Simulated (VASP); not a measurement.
# Ti (P6_3/mmc) in VASP: a series of runs

Runs on Ti. Level: PBE. Tasks: single point, relaxation of cell and atoms.

Program: VASP 6.6.1. These are calculated values, not measurements. Logs are shortened: lines on timing, memory, paths and dates and some standing lists are left out, and cuts for length are marked.

## 1. The cell of the first run

The structure is hexagonal, space group P6_3/mmc (No. 194). The conventional cell has a = 2.066 Å, b = 2.066 Å, c = 3.956 Å, α = 90.00°, β = 90.00°, γ = 120.00°. Ti (site symmetry -6m2) has 12 Ti at 2.07 to 2.31 Å within 2.7 Å.

## 2. Single point, PBE

Input file INCAR:

```
  ALGO = Normal
  EDIFF = 1E-7
  ENCUT = 520
  GGA = PE
  ISIF = 2
  ISMEAR = -1
  LASPH = T
  LCHARG = F
  LREAL = F
  LWAVE = F
  NBANDS = 19
  NELM = 60
  PREC = Accurate
  SIGMA = 0.05
```

Input file KPOINTS:

```
k-points
0
Gamma
  20 20 11
```

Input file POSCAR:

```
Ti
1.0
    2.0661328681      0.0000000000      0.0000000000
   -1.0330664340      1.7893235514      0.0000000000
    0.0000000000      0.0000000000      3.9562909841
Ti
2
Direct
    0.3333333333      0.6666666667      0.2500000000
    0.6666666667      0.3333333333      0.7500000000
```

Potentials or basis: VASP PAW PBE potentials, release 64 (Ti_sv).

Started as:

```sh
> cat potpaw_PBE.64/Ti_sv/POTCAR > POTCAR
> mpirun -np 1 vasp_std > vasp.out
```

OUTCAR:

```text
EDIFF = 1E-7
   ENCUT = 520
   GGA = PE
   ISIF = 2
   ISMEAR = -1
   LASPH = T
   LREAL = F
   NELM = 60
   PREC = Accurate

 ion  position               nearest neighbor table
   1  0.333  0.667  0.250-   2 2.31   2 2.31   2 2.31   2 2.31   2 2.31   2 2.31
   2  0.667  0.333  0.750-   1 2.31   1 2.31   1 2.31   1 2.31   1 2.31   1 2.31

  LATTYP: Found a hexagonal cell.
 ALAT       =     2.0661328681
 C/A-ratio  =     1.9148289276

  Lattice vectors:

 A1 = (   2.0661328681,   0.0000000000,   0.0000000000)
 A2 = (  -1.0330664340,   1.7893235514,   0.0000000000)
 A3 = (   0.0000000000,   0.0000000000,   3.9562909841)

Analysis of symmetry for initial positions (statically):
=====================================================================
 Subroutine PRICEL returns:
 Original cell was already a primitive cell.

 Routine SETGRP: Setting up the symmetry group for a
 hexagonal supercell.

 Subroutine GETGRP returns: Found 24 space group operations
 (whereof 12 operations were pure point group operations)
 out of a pool of 24 trial point group operations.

The static configuration has the point symmetry D_3d.
 The point group associated with its full space group is D_6h.

Analysis of symmetry for dynamics (positions and initial velocities):
=====================================================================
 Subroutine PRICEL returns:
 Original cell was already a primitive cell.

 Routine SETGRP: Setting up the symmetry group for a
 hexagonal supercell.

 Subroutine GETGRP returns: Found 24 space group operations
 (whereof 12 operations were pure point group operations)
 out of a pool of 24 trial point group operations.

The dynamic configuration has the point symmetry D_3d.
 The point group associated with its full space group is D_6h.

 Subroutine INISYM returns: Found 24 space group operations
 (whereof 12 operations are pure point group operations),
 and found     1 'primitive' translations

----------------------------------------------------------------------------------------

                                     Primitive cell

  volume of cell :      14.6263

  direct lattice vectors                    reciprocal lattice vectors
[... 80 lines left out ...]
   ICHARG =      2    charge: 1-file 2-atom 10-const
   ISPIN  =      1    spin polarized calculation?
   LNONCOLLINEAR =      F non collinear calculations
   LSORBIT =      F    spin-orbit coupling
   LASPH  =      T    aspherical Exc in radial PAW
   ENCUT  =  520.0 eV  38.22 Ry    6.18 a.u.   3.84  3.84  7.36*2*pi/ulx,y,z
   NELM   =     60;   NELMIN=  2; NELMDL= -5     # of ELM steps
   EDIFF  = 0.1E-06   stopping-criterion for ELM
   LREAL  =      F    real-space projection
   EDIFFG = 0.1E-05   stopping-criterion for IOM
   NSW    =      0    number of steps for IOM
   IBRION =     -1    ionic relax: 0-MD 1-quasi-New 2-CG
   NFREE  =      0    steps in history (QN), initial steepest desc. (CG)
   ISIF   =      2    stress and relaxation
   ISYM   =      2    0-nonsym 1-usesym 2-fastsym
   POTIM  = 0.5000    time-step for ionic-motion
   TEBEG  =    0.0;   TEEND  =   0.0 temperature during run
   PSTRESS=    0.0 pullay stress
   NELECT =      24.0000    total number of electrons
   NUPDOWN=      -1.0000    fix difference up-down
   EMIN   =  10.00;   EMAX   =-10.00  energy-range for DOS
   EFERMI =   0.00;   METHOD = LEGACY
   ISMEAR =    -1;   SIGMA  =   0.05  broadening in eV -4-tet -1-fermi 0-gaus
   EFERMI_NEDOS =   21; number of points for ismear=-14 and -15
   IALGO  =     38    algorithm
   IMIX   =      4    mixing-type and parameters
     AMIX     =   0.40;   BMIX     =  1.00
     AMIX_MAG =   1.60;   BMIX_MAG =  1.00
  volume/ion in A,a.u.               =       7.31        49.35
  Fermi-wavevector in a.u.,A,eV,Ry     =   1.930931  3.648931 50.729257  3.728495
  Thomas-Fermi vector in A             =   2.963038
   LORBIT       =      0    0 simple, 1 ext, 2 COOP (PROOUT), +10 PAW based schemes
   GGA     = PE    functional components
   LHFCALC =     F    Hartree Fock is set to
   AEXX    =    0.0000 exact exchange contribution
   IVDW    =     0    specifies the selected vdW correction
   LEPSILON=     F    determine dielectric tensor
   LRPA    =     F    only Hartree local field effects (RPA)
 non-spin polarized calculation
  energy-cutoff  :      520.00
  volume of cell :       14.63
 maximum number of plane-waves:       410
 NGX is ok and might be reduce to    16
   NGX =  7   NGY =  7   NGZ = 15

 number of electron      23.9999996 magnetization

 Free energy of the ion-electron system (eV)
  ---------------------------------------------------
  ext. energy  EPLUGINS =         0.00000000
  ---------------------------------------------------
  free energy    TOTEN  =        -3.43696010 eV

  energy without entropy =       -3.43149985  energy(sigma->0) =       -3.43422997

 E-fermi :  21.1020     XC(G=0): -16.2896

 val. band max:       21.0991349334   @ k =   0.1500  -0.0000   0.0909
 cond. band min:      21.1208454618   @ k =   0.3000   0.2000   0.3636
 fundamental gap:      0.0217105284
 Fermi energy:        21.1019574256

 k-point     1 :       0.0000    0.0000    0.0000
  band No.  band energies     occupation
      1     -37.1964      2.00000
      2     -35.7474      2.00000
      3     -14.9933      2.00000
      4      -9.4776      2.00000
      5      -7.9679      2.00000
      6      -7.9679      2.00000
[... 505 lines left out ...]
      6      -9.6302      2.00000
[... 11 lines left out ...]
     18      28.6359      0.00000
     19      30.3494      0.00000

 [... further k-points ...]

------------------------ aborting loop because EDIFF is reached ----------------------------------------

  FORCE on cell =-STRESS in cart. coord.  units (eV):
  Direction    XX          YY          ZZ          XY          YZ          ZX
  --------------------------------------------------------------------------------------
  -------------------------------------------------------------------------------------
  Total       33.4454925     33.4454925     32.2094274      0.0000000      0.0000000      0.0000000
  in kB     3663.6402973   3663.6402974   3528.2409479      0.0000001      0.0000000      0.0000000
  external PRESSURE =    3618.5071809 kB  Pullay stress =       0.0000000 kB

 VOLUME and BASIS-vectors are now :
 -----------------------------------------------------------------------------
  energy-cutoff  :      520.00
  volume of cell :       14.63
      direct lattice vectors                 reciprocal lattice vectors
     2.066132868  0.000000000  0.000000000     0.483995979  0.279435209  0.000000000
    -1.033066434  1.789323551  0.000000000     0.000000000  0.558870417  0.000000000
     0.000000000  0.000000000  3.956290984     0.000000000  0.000000000  0.252761995

 POSITION                                       TOTAL-FORCE (eV/Angst)
 -----------------------------------------------------------------------------------
     -0.00000      1.19288      0.98907        -0.000000      0.000000      0.000000
      1.03307      0.59644      2.96722         0.000000     -0.000000     -0.000000
 -----------------------------------------------------------------------------------
    total drift:                               -0.000000      0.000000     -0.000000

  FREE ENERGIE OF THE ION-ELECTRON SYSTEM (eV)
  ---------------------------------------------------
  free  energy   TOTEN  =        -3.4369600997 eV

  energy  without entropy=       -3.4314998463  energy(sigma->0) =       -3.43422997
```

Wall time 48 s (1 thread of Intel Xeon 6975P-C, shared host); peak memory 0.17 GiB.

What came out:

```
Free energy            : -3.4370 eV
Pressure               : 361.9 GPa
Band gap on the k mesh : zero (band 12 reaches 22.18 eV, above the bottom of band 13 at 20.32 eV)
```

Stress tensor (GPa, compression positive):
```
366.36   0.00   0.00
  0.00 366.36   0.00
  0.00   0.00 352.82
```

Levels at points of the mesh, in eV from the Fermi level:
```
           k point  band 9  band 10  band 11  band 12  band 13  band 14  band 15  band 16
(0.00, 0.00, 0.00)   -5.28    -3.57    -1.39     1.05     1.05     1.79     1.79     5.40
(0.50, 0.00, 0.00)   -6.41    -6.32    -4.35    -0.70     1.77     1.97     3.85     7.93
```

## 3. Single point, PBE

Input file INCAR:

```
SYSTEM = Ti
ALGO     = Normal         ! electronic algorithm
EDIFF    = 1E-6           ! SCF threshold, eV
ENCUT    = 520            ! plane-wave cutoff, eV
GGA      = PE             ! functional
ISIF     = 2              ! what is computed and relaxed
ISMEAR   = -1             ! smearing method
LASPH    = .TRUE.         ! aspherical terms in the spheres
LCHARG   = .FALSE.        ! write CHGCAR
LREAL    = .FALSE.        ! projectors in reciprocal space
LWAVE    = .FALSE.        ! write WAVECAR
NBANDS   = 19             ! bands
NELM     = 80             ! most SCF steps
PREC     = Accurate       ! precision mode
SIGMA    = 0.05           ! smearing width, eV
```

Input file KPOINTS:

```
k-points
0
G
  20 20 11
  0 0 0
```

Input file POSCAR:

```
Ti
1.0
    2.0669978661      0.0000000000      0.0000000000
   -1.0334989330      1.7900726616      0.0000000000
    0.0000000000      0.0000000000      3.9580431518
Ti
2
Direct
    0.3333333333      0.6666666667      0.2500000000
    0.6666666667      0.3333333333      0.7500000000
```

Potentials or basis: VASP PAW PBE potentials, release 64 (Ti_sv).

Started as:

```sh
> cat potpaw_PBE.64/Ti_sv/POTCAR > POTCAR
> mpirun -np 1 vasp_std > vasp.out
```

OUTCAR:

```text
SYSTEM = Ti
   EDIFF = 1E-6
   ENCUT = 520
   GGA = PE
   ISIF = 2
   ISMEAR = -1
   LASPH = .TRUE.
   LREAL = .FALSE.
   NELM = 80
   PREC = Accurate

 ion  position               nearest neighbor table
   1  0.333  0.667  0.250-   2 2.31   2 2.31   2 2.31   2 2.31   2 2.31   2 2.31
   2  0.667  0.333  0.750-   1 2.31   1 2.31   1 2.31   1 2.31   1 2.31   1 2.31

  LATTYP: Found a hexagonal cell.
 ALAT       =     2.0669978661
 C/A-ratio  =     1.9148752965

  Lattice vectors:

 A1 = (   2.0669978661,   0.0000000000,   0.0000000000)
 A2 = (  -1.0334989330,   1.7900726616,   0.0000000000)
 A3 = (   0.0000000000,   0.0000000000,   3.9580431518)

Analysis of symmetry for initial positions (statically):
=====================================================================
 Subroutine PRICEL returns:
 Original cell was already a primitive cell.

 Routine SETGRP: Setting up the symmetry group for a
 hexagonal supercell.

 Subroutine GETGRP returns: Found 24 space group operations
 (whereof 12 operations were pure point group operations)
 out of a pool of 24 trial point group operations.
[... 161 lines left out ...]
  free energy    TOTEN  =        -3.47918827 eV

  energy without entropy =       -3.47368144  energy(sigma->0) =       -3.47643486

 E-fermi :  21.0749     XC(G=0): -16.2812

 val. band max:       21.0747951434   @ k =   0.1500  -0.0000   0.0909
 cond. band min:      21.0918520737   @ k =   0.1000   0.1000   0.3636
 fundamental gap:      0.0170569303
 Fermi energy:        21.0748857905

 k-point     1 :       0.0000    0.0000    0.0000
  band No.  band energies     occupation
      1     -37.2119      2.00000
      2     -35.7685      2.00000
      3     -15.0057      2.00000
      4      -9.5066      2.00000
      5      -8.0009      2.00000
      6      -8.0009      2.00000
[... 505 lines left out ...]
      6      -9.6583      2.00000
[... 11 lines left out ...]
     18      28.6018      0.00000
     19      30.3081      0.00000

 [... further k-points ...]

------------------------ aborting loop because EDIFF is reached ----------------------------------------

  FORCE on cell =-STRESS in cart. coord.  units (eV):
  Direction    XX          YY          ZZ          XY          YZ          ZX
  --------------------------------------------------------------------------------------
  -------------------------------------------------------------------------------------
  Total       33.3607248     33.3607248     32.1377190      0.0000000      0.0000000      0.0000000
  in kB     3649.6804987   3649.6804987   3515.8830358      0.0000001      0.0000000      0.0000000
  external PRESSURE =    3605.0813444 kB  Pullay stress =       0.0000000 kB

 VOLUME and BASIS-vectors are now :
 -----------------------------------------------------------------------------
  energy-cutoff  :      520.00
  volume of cell :       14.65
      direct lattice vectors                 reciprocal lattice vectors
     2.066997866  0.000000000  0.000000000     0.483793436  0.279318271  0.000000000
    -1.033498933  1.790072662  0.000000000     0.000000000  0.558636541  0.000000000
     0.000000000  0.000000000  3.958043152     0.000000000  0.000000000  0.252650100

 POSITION                                       TOTAL-FORCE (eV/Angst)
 -----------------------------------------------------------------------------------
     -0.00000      1.19338      0.98951         0.000000      0.000000      0.000000
      1.03350      0.59669      2.96853        -0.000000     -0.000000      0.000000
 -----------------------------------------------------------------------------------
    total drift:                               -0.000000      0.000000     -0.000000

  FREE ENERGIE OF THE ION-ELECTRON SYSTEM (eV)
  ---------------------------------------------------
  free  energy   TOTEN  =        -3.4791882732 eV

  energy  without entropy=       -3.4736814380  energy(sigma->0) =       -3.47643486
```

stdout:

```text
POSCAR found type information on POSCAR Ti
 POSCAR found :  1 types and       2 ions
 scaLAPACK will be used
 LDA part: xc-table for (Slater+PW92), standard interpolation
 POSCAR, INCAR and KPOINTS ok, starting setup
 FFT: planning ... GRIDC
 FFT: planning ... GRID_SOFT
 FFT: planning ... GRID
 WAVECAR not read
 entering main loop
```

It took 51 s on 1 thread of Intel Xeon 6975P-C, shared host; peak memory 0.17 GiB.

Results:

- Free energy: -3.4792 eV
- Pressure: 360.5 GPa
- Band gap on the k mesh: zero (band 12 reaches 22.15 eV, above the bottom of band 13 at 20.30 eV)

## 4. Relaxation of cell and atoms, PBE, target pressure 350 GPa, at which the enthalpy is minimised

This run uses another cell than the first one, of 7.27 Å³/atom, 0.994 times its volume.

Input file INCAR:

```
SYSTEM = Ti
PREC = Accurate
ENCUT = 600
EDIFF = 1E-6
ISMEAR = -1
SIGMA = 0.05
LREAL = .False.
LASPH = .True.
NELM = 100
ALGO = Normal
ISIF = 3
LWAVE = .False.
LCHARG = .False.
GGA = PE
IBRION = 2
NSW = 60
EDIFFG = -0.005
PSTRESS = 3500.0
```

Input file KPOINTS:

```
Automatic mesh
0
Gamma
  20 20 11
  0 0 0
```

Input file POSCAR:

```
Ti
1.0
    2.1800357948      0.0000000000      0.0000000000
   -1.0900178974      1.8879663795      0.0000000000
    0.0000000000      0.0000000000      3.5316579876
Ti
2
Direct
    0.3333333333      0.6666666667      0.2500000000
    0.6666666667      0.3333333333      0.7500000000
```

Started as:

```sh
> cat potpaw_PBE.64/Ti_sv/POTCAR > POTCAR
> mpirun -np 1 vasp_std > vasp.out
```

It took 7.7 min on 1 thread of Intel Xeon 6975P-C, shared host; peak memory 0.2 GiB.

Results (log left out):

* Free energy: -3.7789 eV
* Relaxed volume: 7.39 Å³/atom
* Relaxed cell: a = 2.083 Å, b = 2.083 Å, c = 3.935 Å, α = 90.00°, β = 90.00°, γ = 120.00°
* Space group after relaxing (to 0.05 Å): P6_3/mmc (No. 194)
* Energy change on relaxing (the enthalpy is what falls): -438.4 meV/atom
* Ionic steps: 13
* Pressure after relaxing: 350.0 GPa
* Band gap on the k mesh: zero (band 12 reaches 21.93 eV, above the bottom of band 13 at 20.12 eV)

Stress tensor (GPa, compression positive):
```
349.94   0.00   0.00
  0.00 349.94   0.00
  0.00   0.00 350.08
```

Step by step:
| step | energy change (eV) | largest force (eV/Å) | pressure (GPa) | volume (Å³) |
| --- | --- | --- | --- | --- |
| 1 | 0.0000 | 0.0000 | 367.55 | 14.54 |
| 2 | -3.5771 | 0.0000 | 268.84 | 16.23 |
| 3 | -1.5987 | 0.0000 | 324.54 | 15.23 |
| 4 | -1.7841 | 0.0000 | 320.54 | 15.25 |
| 5 | -1.3601 | 0.0000 | 338.42 | 15.14 |
| 6 | -1.8425 | 0.0000 | 319.75 | 15.25 |
| 7 | -1.8301 | 0.0000 | 321.46 | 15.23 |
| 8 | -0.0731 | 0.0000 | 376.30 | 14.43 |
| 9 | -0.9425 | 0.0000 | 349.10 | 14.81 |
| 10 | -0.9148 | 0.0000 | 349.26 | 14.80 |
| 11 | -0.8842 | 0.0000 | 349.82 | 14.78 |
| 12 | -0.8830 | 0.0000 | 349.91 | 14.78 |
| 13 | -0.8768 | 0.0000 | 349.99 | 14.78 |

Final structure:
```yaml
crystal:
  lattice:
    - [2.08253, 0.00000, 0.00000]
    - [-1.04127, 1.80353, 0.00000]
    - [0.00000, 0.00000, 3.93451]
  atoms:
    - { symbol: Ti, position: [0.33333, 0.66667, 0.25000] }
    - { symbol: Ti, position: [0.66667, 0.33333, 0.75000] }
```

Levels at points of the mesh, in eV from the Fermi level:
| k point | band 9 | band 10 | band 11 | band 12 | band 13 | band 14 | band 15 | band 16 |
| --- | --- | --- | --- | --- | --- | --- | --- | --- |
| (0.00, 0.00, 0.00) | -5.22 | -3.71 | -1.34 | 1.02 | 1.02 | 1.80 | 1.80 | 5.45 |
| (0.50, 0.00, 0.00) | -6.27 | -6.26 | -4.25 | -0.48 | 1.81 | 1.85 | 3.79 | 7.94 |

Caveat: the cell is relaxed towards a set pressure, so the enthalpy falls and the energy may rise.

## 5. Overview

```csv
task,cell,cutoff (eV),gap on the mesh (eV),pressure (GPa)
single point,"a = 2.066, b = 2.066, c = 3.956 Å, angles 90.0, 90.0, 120.0°, 2 atoms",520,none,361.9
single point,"a = 2.067, b = 2.067, c = 3.958 Å, angles 90.0, 90.0, 120.0°, 2 atoms",520,none,360.5
relaxation of cell and atoms,"relaxed to 350 GPa from a = 2.180, b = 2.180, c = 3.532 Å, angles 90.0, 90.0, 120.0°, 2 atoms",600,none,350.0
```

Alike in all rows: level PBE; potentials or basis VASP PAW PBE potentials, release 64 (Ti_sv); no spin polarisation; k mesh 20 × 20 × 11; smearing fermi-dirac 0.05 eV.

Caveats: the cell is relaxed towards a set pressure, so the enthalpy falls and the energy may rise (some runs).

Total energies depend on the potentials used, so only differences within one code and one set of settings carry meaning.
